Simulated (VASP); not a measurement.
# HgH3 (Pm-3m) in VASP: a series of runs

The runs below take HgH3 through single point, with PBE.

Everything below comes from runs of VASP 6.6.1. Logs are shortened: lines on timing, memory, paths and dates and some standing lists are left out, and cuts for length are marked.

## (1) The cell of the first run

The structure is cubic, space group Pm-3m (No. 221). Conventional cell: a = 6.250 Å, b = 6.250 Å, c = 6.250 Å, α = 90.00°, β = 90.00°, γ = 90.00°. Within 3.6 Å of Hg (site symmetry m-3m) lie 12 H at 2.75 to 3.50 Å. Hg (site symmetry m-3m) has 24 H at 4.44 Å and 8 Hg at 5.41 Å within 5.8 Å. H (site symmetry 4mm) has 1 H at 0.75 Å within 1.0 Å.

## (2) Single point, PBE

INCAR

```
PREC = Accurate
ENCUT = 520
EDIFF = 1E-7
ISMEAR = 0
SIGMA = 0.1
LREAL = False
LASPH = True
NELM = 60
ALGO = Normal
ISIF = 2
LWAVE = False
LCHARG = False
GGA = PE
NBANDS = 25
```

KPOINTS

```
Automatic mesh
0
Gamma
  4 4 4
```

POSCAR

```
HgH3
1.0
    6.2500025057      0.0000000000      0.0000000000
    0.0000000000      6.2500025057      0.0000000000
    0.0000000000      0.0000000000      6.2500025057
Hg H
2 6
Direct
    0.5000000000      0.5000000000      0.5000000000
    0.0000000000      0.0000000000      0.0000000000
    0.0603569171      0.5000000000      0.5000000000
    0.9396430829      0.5000000000      0.5000000000
    0.5000000000      0.0603569171      0.5000000000
    0.5000000000      0.9396430829      0.5000000000
    0.5000000000      0.5000000000      0.0603569171
    0.5000000000      0.5000000000      0.9396430829
```

Potentials or basis: VASP PAW PBE potentials, release 64 (Hg, H).

The run is started by

```
> cat potpaw_PBE.64/Hg/POTCAR potpaw_PBE.64/H/POTCAR > POTCAR
> mpirun -np 1 vasp_std > vasp.out
```

OUTCAR:

```text
PREC = Accurate
   ENCUT = 520
   EDIFF = 1E-7
   ISMEAR = 0
   LREAL = False
   LASPH = True
   NELM = 60
   ISIF = 2
   GGA = PE

 ion  position               nearest neighbor table
   1  0.500  0.500  0.500-
   2  0.000  0.000  0.000-
   3  0.060  0.500  0.500-   4 0.75
   4  0.940  0.500  0.500-   3 0.75
   5  0.500  0.060  0.500-   6 0.75
   6  0.500  0.940  0.500-   5 0.75
   7  0.500  0.500  0.060-   8 0.75
   8  0.500  0.500  0.940-   7 0.75

  LATTYP: Found a simple cubic cell.
 ALAT       =     6.2500025057

  Lattice vectors:

 A1 = (   6.2500025057,   0.0000000000,   0.0000000000)
 A2 = (   0.0000000000,   6.2500025057,   0.0000000000)
 A3 = (   0.0000000000,   0.0000000000,   6.2500025057)

Analysis of symmetry for initial positions (statically):
=====================================================================
 Subroutine PRICEL returns:
 Original cell was already a primitive cell.

 Routine SETGRP: Setting up the symmetry group for a
 simple cubic supercell.

 Subroutine GETGRP returns: Found 48 space group operations
 (whereof 48 operations were pure point group operations)
 out of a pool of 48 trial point group operations.

The static configuration has the point symmetry O_h .

Analysis of symmetry for dynamics (positions and initial velocities):
=====================================================================
 Subroutine PRICEL returns:
 Original cell was already a primitive cell.

 Routine SETGRP: Setting up the symmetry group for a
 simple cubic supercell.

 Subroutine GETGRP returns: Found 48 space group operations
 (whereof 48 operations were pure point group operations)
 out of a pool of 48 trial point group operations.

The dynamic configuration has the point symmetry O_h .

 Subroutine INISYM returns: Found 48 space group operations
 (whereof 48 operations are pure point group operations),
 and found     1 'primitive' translations

----------------------------------------------------------------------------------------

                                     Primitive cell

  volume of cell :     244.1409

  direct lattice vectors                    reciprocal lattice vectors
     6.250002506  0.000000000  0.000000000     0.159999936  0.000000000  0.000000000
     0.000000000  6.250002506  0.000000000     0.000000000  0.159999936  0.000000000
     0.000000000  0.000000000  6.250002506     0.000000000  0.000000000  0.159999936

  length of vectors
     6.250002506  6.250002506  6.250002506     0.159999936  0.159999936  0.159999936

  position of ions in fractional coordinates (direct lattice)
     0.500000000  0.500000000  0.500000000
     0.000000000  0.000000000  0.000000000
     0.060356917  0.500000000  0.500000000
     0.939643083  0.500000000  0.500000000
     0.500000000  0.060356917  0.500000000
     0.500000000  0.939643083  0.500000000
     0.500000000  0.500000000  0.060356917
     0.500000000  0.500000000  0.939643083

  ion indices of the primitive-cell ions
   primitive index   ion index
                 1           1
                 2           2
                 3           3
                 4           4
                 5           5
                 6           6
                 7           7
                 8           8

----------------------------------------------------------------------------------------

 KPOINTS: Automatic mesh

Automatic generation of k-mesh.
 Grid dimensions read from file:
 generate k-points for:    4    4    4

 Generating k-lattice:

  Cartesian coordinates                     Fractional coordinates (reciprocal lattice)
     0.039999984  0.000000000  0.000000000     0.250000000  0.000000000  0.000000000
     0.000000000  0.039999984  0.000000000     0.000000000  0.250000000  0.000000000
     0.000000000  0.000000000  0.039999984     0.000000000  0.000000000  0.250000000

  Length of vectors
     0.039999984  0.039999984  0.039999984

  Shift w.r.t. Gamma in fractional coordinates (k-lattice)
     0.000000000  0.000000000  0.000000000

 Subroutine IBZKPT returns following result:
 ===========================================

 Found     10 irreducible k-points:

 Following reciprocal coordinates:
            Coordinates               Weight
  0.000000  0.000000  0.000000      1.000000
  0.250000  0.000000  0.000000      6.000000
  0.500000  0.000000  0.000000      3.000000
  0.250000  0.250000  0.000000     12.000000
  0.500000  0.250000  0.000000     12.000000
  0.500000  0.500000  0.000000      3.000000
  0.250000  0.250000  0.250000      8.000000
  0.500000  0.250000  0.250000     12.000000
  0.500000  0.500000  0.250000      6.000000
  0.500000  0.500000  0.500000      1.000000
   k-points           NKPTS =     10   k-points in BZ     NKDIM =     10   number of bands    NBANDS=     25
   number of dos      NEDOS =    301   number of ions     NIONS =      8
   total plane-waves  NPLWV = 110592
   dimension x,y,z NGX =    48 NGY =   48 NGZ =   48
   dimension x,y,z NGXF=    96 NGYF=   96 NGZF=   96
   ions per type =               2   6
   NGX,Y,Z   is equivalent  to a cutoff of  12.77, 12.77, 12.77 a.u.
   NGXF,Y,Z  is equivalent  to a cutoff of  25.54, 25.54, 25.54 a.u.
 SYSTEM =  unknown system
   PREC   = accura    normal or accurate (medium, high low for compatibility)
   ISTART =      0    job   : 0-new  1-cont  2-samecut
   ICHARG =      2    charge: 1-file 2-atom 10-const
   ISPIN  =      1    spin polarized calculation?
   LNONCOLLINEAR =      F non collinear calculations
   LSORBIT =      F    spin-orbit coupling
   LASPH  =      T    aspherical Exc in radial PAW
   ENCUT  =  520.0 eV  38.22 Ry    6.18 a.u.  11.62 11.62 11.62*2*pi/ulx,y,z
   NELM   =     60;   NELMIN=  2; NELMDL= -5     # of ELM steps
   EDIFF  = 0.1E-06   stopping-criterion for ELM
   LREAL  =      F    real-space projection
   EDIFFG = 0.1E-05   stopping-criterion for IOM
   NSW    =      0    number of steps for IOM
   IBRION =     -1    ionic relax: 0-MD 1-quasi-New 2-CG
   NFREE  =      0    steps in history (QN), initial steepest desc. (CG)
   ISIF   =      2    stress and relaxation
   ISYM   =      2    0-nonsym 1-usesym 2-fastsym
   POTIM  = 0.5000    time-step for ionic-motion
   TEBEG  =    0.0;   TEEND  =   0.0 temperature during run
   PSTRESS=    0.0 pullay stress
   NELECT =      30.0000    total number of electrons
   NUPDOWN=      -1.0000    fix difference up-down
   EMIN   =  10.00;   EMAX   =-10.00  energy-range for DOS
   EFERMI =   0.00;   METHOD = LEGACY
   ISMEAR =     0;   SIGMA  =   0.10  broadening in eV -4-tet -1-fermi 0-gaus
   EFERMI_NEDOS =   21; number of points for ismear=-14 and -15
   IALGO  =     38    algorithm
   IMIX   =      4    mixing-type and parameters
     AMIX     =   0.40;   BMIX     =  1.00
     AMIX_MAG =   1.60;   BMIX_MAG =  1.00
  volume/ion in A,a.u.               =      30.52       205.94
  Fermi-wavevector in a.u.,A,eV,Ry     =   0.813895  1.538039  9.012841  0.662425
  Thomas-Fermi vector in A             =   1.923703
   LORBIT       =      0    0 simple, 1 ext, 2 COOP (PROOUT), +10 PAW based schemes
   GGA     = PE    functional components
   LHFCALC =     F    Hartree Fock is set to
   AEXX    =    0.0000 exact exchange contribution
   IVDW    =     0    specifies the selected vdW correction
   LEPSILON=     F    determine dielectric tensor
   LRPA    =     F    only Hartree local field effects (RPA)
 non-spin polarized calculation
 Gauss-broadening in eV      SIGMA  =   0.10
  energy-cutoff  :      520.00
  volume of cell :      244.14
 maximum number of plane-waves:      6704
 NGX is ok and might be reduce to    48
   NGX = 23   NGY = 23   NGZ = 23

 number of electron      29.9999994 magnetization

 Free energy of the ion-electron system (eV)
  ---------------------------------------------------
  ext. energy  EPLUGINS =         0.00000000
  ---------------------------------------------------
  free energy    TOTEN  =       -20.30979368 eV

  energy without entropy =      -20.30979368  energy(sigma->0) =      -20.30979368

 E-fermi :  -3.9631     XC(G=0):  -5.0972

 val. band max:       -4.3935492842   @ k =   0.0000   0.0000   0.0000
 cond. band min:      -0.4040287457   @ k =   0.0000   0.0000   0.0000
 fundamental gap:      3.9895205384
 Fermi energy:        -3.9631241963

 k-point     1 :       0.0000    0.0000    0.0000
  band No.  band energies     occupation
      1      -9.3156      2.00000
      2      -9.2031      2.00000
      3      -9.2031      2.00000
      4      -8.4168      2.00000
      5      -8.4168      2.00000
      6      -8.4168      2.00000
[... 17 lines left out ...]
     24       4.1918      0.00000
     25       5.1280      0.00000

 k-point     2 :       0.2500    0.0000    0.0000
  band No.  band energies     occupation
      1      -9.2751      2.00000
      2      -9.2016      2.00000
      3      -9.0904      2.00000
      4      -8.4176      2.00000
      5      -8.4176      2.00000
      6      -8.4165      2.00000
[... 17 lines left out ...]
     24       4.6588      0.00000
     25       4.6588      0.00000

 k-point     3 :       0.5000    0.0000    0.0000
  band No.  band energies     occupation
      1      -9.2604      2.00000
      2      -9.2002      2.00000
      3      -8.8635      2.00000
      4      -8.4183      2.00000
      5      -8.4183      2.00000
      6      -8.4162      2.00000
[... 17 lines left out ...]
     24       4.7660      0.00000
     25       4.7660      0.00000

 k-point     4 :       0.2500    0.2500    0.0000
  band No.  band energies     occupation
      1      -9.2379      2.00000
      2      -9.0957      2.00000
      3      -9.0811      2.00000
      4      -8.4186      2.00000
      5      -8.4179      2.00000
      6      -8.4173      2.00000
[... 17 lines left out ...]
     24       4.4684      0.00000
     25       4.8039      0.00000

 k-point     5 :       0.5000    0.2500    0.0000
  band No.  band energies     occupation
      1      -9.2308      2.00000
      2      -9.0847      2.00000
      3      -8.8587      2.00000
      4      -8.4197      2.00000
      5      -8.4186      2.00000
      6      -8.4176      2.00000
[... 17 lines left out ...]
     24       4.2891      0.00000
     25       4.3518      0.00000

 k-point     6 :       0.5000    0.5000    0.0000
  band No.  band energies     occupation
      1      -9.2272      2.00000
      2      -8.8536      2.00000
      3      -8.8536      2.00000
      4      -8.4732      2.00000
      5      -8.4211      2.00000
      6      -8.4189      2.00000
[... 17 lines left out ...]
     24       3.7370      0.00000
     25       4.2313      0.00000

 k-point     7 :       0.2500    0.2500    0.2500
  band No.  band energies     occupation
      1      -9.1048      2.00000
      2      -9.0804      2.00000
      3      -9.0804      2.00000
      4      -8.4187      2.00000
      5      -8.4186      2.00000
      6      -8.4186      2.00000
[... 17 lines left out ...]
     24       4.2589      0.00000
     25       5.2651      0.00000

 k-point     8 :       0.5000    0.2500    0.2500
  band No.  band energies     occupation
      1      -9.0924      2.00000
      2      -9.0796      2.00000
      3      -8.8567      2.00000
      4      -8.4200      2.00000
      5      -8.4194      2.00000
      6      -8.4186      2.00000
[... 17 lines left out ...]
     24       4.5745      0.00000
     25       4.6547      0.00000

 k-point     9 :       0.5000    0.5000    0.2500
  band No.  band energies     occupation
      1      -9.0856      2.00000
      2      -8.8547      2.00000
      3      -8.8547      2.00000
      4      -8.4732      2.00000
      5      -8.4208      2.00000
      6      -8.4197      2.00000
[... 17 lines left out ...]
     24       4.5548      0.00000
     25       4.5548      0.00000

 k-point    10 :       0.5000    0.5000    0.5000
  band No.  band energies     occupation
      1      -8.8560      2.00000
      2      -8.8560      2.00000
      3      -8.8560      2.00000
      4      -8.4732      2.00000
      5      -8.4732      2.00000
      6      -8.4205      2.00000
[... 17 lines left out ...]
     24       5.2057      0.00000
     25       5.4011      0.00000

------------------------ aborting loop because EDIFF is reached ----------------------------------------

  FORCE on cell =-STRESS in cart. coord.  units (eV):
  Direction    XX          YY          ZZ          XY          YZ          ZX
  --------------------------------------------------------------------------------------
  -------------------------------------------------------------------------------------
  Total        0.4306747      0.4306747      0.4306747     -0.0000000      0.0000000      0.0000000
  in kB        2.8263075      2.8263075      2.8263075     -0.0000000      0.0000000      0.0000000
  external PRESSURE =       2.8263075 kB  Pullay stress =       0.0000000 kB

 VOLUME and BASIS-vectors are now :
 -----------------------------------------------------------------------------
  energy-cutoff  :      520.00
  volume of cell :      244.14
      direct lattice vectors                 reciprocal lattice vectors
     6.250002506  0.000000000  0.000000000     0.159999936  0.000000000  0.000000000
     0.000000000  6.250002506  0.000000000     0.000000000  0.159999936  0.000000000
     0.000000000  0.000000000  6.250002506     0.000000000  0.000000000  0.159999936

 POSITION                                       TOTAL-FORCE (eV/Angst)
 -----------------------------------------------------------------------------------
      3.12500      3.12500      3.12500        -0.000000     -0.000000      0.000000
      0.00000      0.00000      0.00000        -0.000000     -0.000000      0.000000
      0.37723      3.12500      3.12500         0.021897     -0.000000      0.000000
      5.87277      3.12500      3.12500        -0.021897     -0.000000     -0.000000
      3.12500      0.37723      3.12500        -0.000000      0.021897      0.000000
      3.12500      5.87277      3.12500        -0.000000     -0.021897     -0.000000
      3.12500      3.12500      0.37723        -0.000000     -0.000000      0.021897
      3.12500      3.12500      5.87277        -0.000000     -0.000000     -0.021897
 -----------------------------------------------------------------------------------
    total drift:                                0.000000     -0.000000     -0.000000

  FREE ENERGIE OF THE ION-ELECTRON SYSTEM (eV)
  ---------------------------------------------------
  free  energy   TOTEN  =       -20.3097936754 eV

  energy  without entropy=      -20.3097936754  energy(sigma->0) =      -20.30979368
```

Wall time 1.8 min (1 thread of Intel Xeon 6975P-C, shared host); peak memory 0.33 GiB.

Results:

- Free energy: -20.3098 eV
- Pressure: 0.3 GPa
- Largest force: 0.022 eV/Å
- Band gap on the k mesh: 3.99 eV, direct

Forces on the atoms (eV/Å):
```
Hg   0.000  0.000  0.000
Hg   0.000  0.000  0.000
H    0.022  0.000  0.000
H   -0.022  0.000  0.000
H    0.000  0.022  0.000
H    0.000 -0.022  0.000
H    0.000  0.000  0.022
H    0.000  0.000 -0.022
```

Levels at points of the mesh, in eV from the valence-band top:
```csv
k point,band 13,band 14,band 15,band 16,band 17,band 18
"(0.00, 0.00, 0.00)",-3.49,-0.70,0.00,3.99,3.99,3.99
"(0.50, 0.00, 0.00)",-3.49,-0.71,-0.41,4.32,4.32,5.03
"(0.50, 0.50, 0.00)",-3.70,-0.83,-0.68,4.45,4.50,4.50
"(0.50, 0.50, 0.50)",-3.73,-1.29,-0.62,4.56,4.56,4.56
```

Caveat: spin-orbit coupling is left out, which moves the levels of the heavy elements.

## (3) Single point, PBE (volume scaled by 0.88, then relaxed in part)

INCAR

```
ALGO     = Normal         # electronic algorithm
EDIFF    = 1E-6           # SCF threshold, eV
ENCUT    = 520            # plane-wave cutoff, eV
GGA      = PE             # functional
ISIF     = 2              # what is computed and relaxed
ISMEAR   = 0              # smearing method
LASPH    = True           # aspherical terms in the spheres
LCHARG   = False          # write CHGCAR
LREAL    = False          # projectors in reciprocal space
LWAVE    = False          # write WAVECAR
NBANDS   = 25             # bands
NELM     = 100            # most SCF steps
PREC     = Accurate       # precision mode
SIGMA    = 0.02           # smearing width, eV
```

KPOINTS

```
k-points
0
Gamma
  4 4 4
```

POSCAR

```
HgH3
1.0
    6.8678796395      0.0000000000      0.0000000000
    0.0000000000      6.8678796395      0.0000000000
    0.0000000000      0.0000000000      6.8678796395
Hg H
2 6
Direct
    0.5000000000      0.5000000000      0.5000000000
    0.0000000000      0.0000000000      0.0000000000
    0.0548123800      0.5000000000      0.5000000000
    0.9451876200      0.5000000000      0.5000000000
    0.5000000000      0.0548123800      0.5000000000
    0.5000000000      0.9451876200      0.5000000000
    0.5000000000      0.5000000000      0.0548123800
    0.5000000000      0.5000000000      0.9451876200
```

Potentials or basis: VASP PAW PBE potentials, release 64 (Hg, H).

The run is started by

```
> cat potpaw_PBE.64/Hg/POTCAR potpaw_PBE.64/H/POTCAR > POTCAR
> mpirun -np 1 vasp_std > vasp.out
```

It used 110 s of CPU time on 1 thread of Intel Xeon 6975P-C, with other jobs on the host.

It converged, with:

* Free energy: -20.3960 eV
* Pressure: 0.0 GPa
* Largest force: 0.011 eV/Å
* Band gap on the k mesh: 4.67 eV, direct

Forces on the atoms (eV/Å):
```
Hg   0.000  0.000  0.000
Hg   0.000  0.000  0.000
H   -0.011  0.000  0.000
H    0.011  0.000  0.000
H    0.000 -0.011  0.000
H    0.000  0.011  0.000
H    0.000  0.000 -0.011
H    0.000  0.000  0.011
```

Levels at points of the mesh, in eV from the valence-band top:
```csv
k point,band 11,band 12,band 13,band 14,band 15,band 16,band 17,band 18,band 19,band 20
"(0.00, 0.00, 0.00)",-3.24,-3.23,-3.23,-0.23,0.00,4.67,4.67,4.67,6.24,6.24
"(0.50, 0.00, 0.00)",-3.24,-3.24,-3.24,-0.21,-0.21,4.91,4.91,5.40,5.76,5.90
"(0.50, 0.50, 0.00)",-3.24,-3.24,-3.24,-0.41,-0.19,4.99,4.99,5.01,6.09,6.79
"(0.50, 0.50, 0.50)",-3.24,-3.24,-3.24,-0.61,-0.16,5.13,5.13,5.13,6.14,6.14
```

Caveat: spin-orbit coupling is left out, which moves the levels of the heavy elements.
